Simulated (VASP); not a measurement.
Set up this calculation in VASP 6.6.1, as the native input.

* Task: single point
* Functional: PBE-based screened hybrid with 15 % exact exchange
* Potentials or basis: VASP PAW PBE potentials, release 64 (Br, K_sv)
* Cutoff: 520 eV
* k mesh: 4 × 4 × 4
* Occupations: fermi-dirac, width 0.05 eV
* Spin: no spin polarisation
* Dipole correction: no
* Grid for exact exchange (PRECFOCK): Normal
* Share of exact exchange: 0.15
* Further INCAR settings: ALGO = Normal; EDIFF = 1e-07; NBANDS = 15
* Screening parameter: 0.2 1/Å

KBr:

```
Br K
1.0
     0.00000    3.30000    3.30000
     3.30000    0.00000    3.30000
     3.30000    3.30000    0.00000
Br K
1 1
Direct
  0.50000 0.50000 0.50000
  0.00000 0.00000 0.00000
```

The input as run:

POSCAR

```
KBr
1.0
    0.0000000000      3.3000000000      3.3000000000
    3.3000000000      0.0000000000      3.3000000000
    3.3000000000      3.3000000000      0.0000000000
Br K
1 1
Direct
    0.5000000000      0.5000000000      0.5000000000
    0.0000000000      0.0000000000      0.0000000000
```

INCAR.step1

```
SYSTEM = KBr
PREC = Accurate
ENCUT = 520
EDIFF = 1E-5
ISMEAR = -1
SIGMA = 0.05
LREAL = .False.
LASPH = .True.
NELM = 60
ALGO = Normal
ISIF = 2
LWAVE = .True.
LCHARG = .False.
GGA = PE
NBANDS = 15
```

INCAR.step2

```
SYSTEM = KBr
PREC = Accurate
ENCUT = 520
EDIFF = 1E-7
ISMEAR = -1
SIGMA = 0.05
LREAL = .False.
LASPH = .True.
NELM = 60
ALGO = Normal
ISIF = 2
LWAVE = .False.
LCHARG = .False.
GGA = PE
LHFCALC = .True.
AEXX = 0.15
HFSCREEN = 0.2
PRECFOCK = Normal
ISTART = 1
NBANDS = 15
```

KPOINTS

```
regular mesh
0
Gamma
  4 4 4
  0 0 0
```

Potentials or basis: VASP PAW PBE potentials, release 64 (Br, K_sv).

Launch:

```console
$ cat potpaw_PBE.64/Br/POTCAR potpaw_PBE.64/K_sv/POTCAR > POTCAR
$ cp INCAR.step1 INCAR
$ mpirun -np 1 vasp_std > vasp.out
$ cp INCAR.step2 INCAR
$ mpirun -np 1 vasp_std > vasp.out
```

It gave:

```yaml
Pressure: 0.6 GPa
Band_gap_on_the_k_mesh: 5.14 eV
```

Caveat: the PAW data sets were made with another functional, which shifts forces and pressure a little.

Run time: 13 min on 1 thread of Intel Xeon 8259CL (shared host), peak memory 0.32 GiB.
